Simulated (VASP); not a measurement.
Set up this calculation in VASP 6.6.1, as the native input.

- Task: relaxation of shape and atoms at fixed volume
- Functional: LDA
- Potentials or basis: VASP PAW LDA potentials, release 64 (Nb_sv, Rh_pv)
- Cutoff: 600 eV
- k mesh: 14 × 14 × 12
- Occupations: fermi-dirac, width 0.15 eV
- Spin: no spin polarisation
- Dipole correction: no
- Further INCAR settings: ALGO = Fast; EDIFF = 1e-06; IBRION = 2; EDIFFG = -0.001; NSW = 80; ISIF = 4

The structure of NbRh lies in POSCAR:

```
NbRh
1.0
    2.8272323557      0.0000000000      0.0000000000
    0.0000000000      2.8272323557      0.0000000000
    0.0000000000      0.0000000000      3.8376118821
Nb Rh
1 1
Direct
    0.0000000000      0.0000000000      0.0000000000
    0.5000000000      0.5000000000      0.5000000000
```

The input as run:

INCAR

```
SYSTEM = NbRh
  PREC = Accurate
  ENCUT = 600
  EDIFF = 1E-6
  ISMEAR = -1
  SIGMA = 0.15
  LREAL = .False.
  LASPH = .True.
  NELM = 80
  ALGO = Fast
  ISIF = 4
  LWAVE = .False.
  LCHARG = .False.
  IBRION = 2
  NSW = 80
  EDIFFG = -0.001
```

KPOINTS

```
Automatic mesh
0
Gamma
  14 14 12
  0 0 0
```

Potentials or basis: VASP PAW LDA potentials, release 64 (Nb_sv, Rh_pv).

Command:

```sh
$ cat potpaw_LDA.64/Nb_sv/POTCAR potpaw_LDA.64/Rh_pv/POTCAR > POTCAR
$ mpirun -np 1 vasp_std > vasp.out
```

It gave:

```json
{
 "Energy gained by relaxing": "0.0 meV/atom",
 "Ionic steps": "3",
 "Pressure after relaxing": "-4.6 GPa",
 "Band gap on the k mesh": "zero (bands 14 and 15 overlap by 4.87 eV)"
}
```

Run time: 7.2 min on 1 thread of Oxide Virtual Turin-like Processor, on a shared host, peak memory 0.25 GiB.
